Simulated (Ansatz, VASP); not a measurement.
## AlIn2Sb3: VASP beside Ansatz

```
Al In Sb
1.0
     5.19457    0.00000    0.00000
     0.00000    5.19457    0.00000
     0.00000    0.00000    6.36613
Al In Sb
1 2 3
Direct
  0.50000 0.50000 0.59268
  0.00000 0.00000 0.38517
  0.50000 0.50000 0.91755
  0.50000 0.00000 0.79697
  0.00000 0.50000 0.79697
  0.50000 0.50000 0.21153
```

Alike in both runs: task single point; functional PBE; k mesh 4 × 4 × 4; occupations gaussian, width 0.1 eV; no spin polarisation.

|  | VASP | Ansatz |
| --- | --- | --- |
| version | VASP 6.6.1 | Ansatz 0.2.0 |
| potentials or method | VASP PAW PBE potentials, release 64 (Al, In_d, Sb), cutoff 520 eV | scalar-relativistic, plane waves, PAW |
| valence electrons in the cell | 44 | 74 |

VASP gave:

* gap on the k mesh at the Fermi level (eV): none
* rms of the force components (eV/Å): 9.721

Problem. Which values does Ansatz return?

Solution. gap on the k mesh at the Fermi level (eV): none; rms of the force components (eV/Å): 9.962.

Atom by atom the forces differ by 0.251 eV/Å (rms over components). A gap of «none» marks a metal or a gap that the smearing closes. With one functional, cell and mesh, what is left measures potentials, basis and numerics. VASP's potentials hold 44 valence electrons a cell and Ansatz's 74, so a difference there can come from the potentials and not from the codes.

Spin-orbit coupling is off throughout.
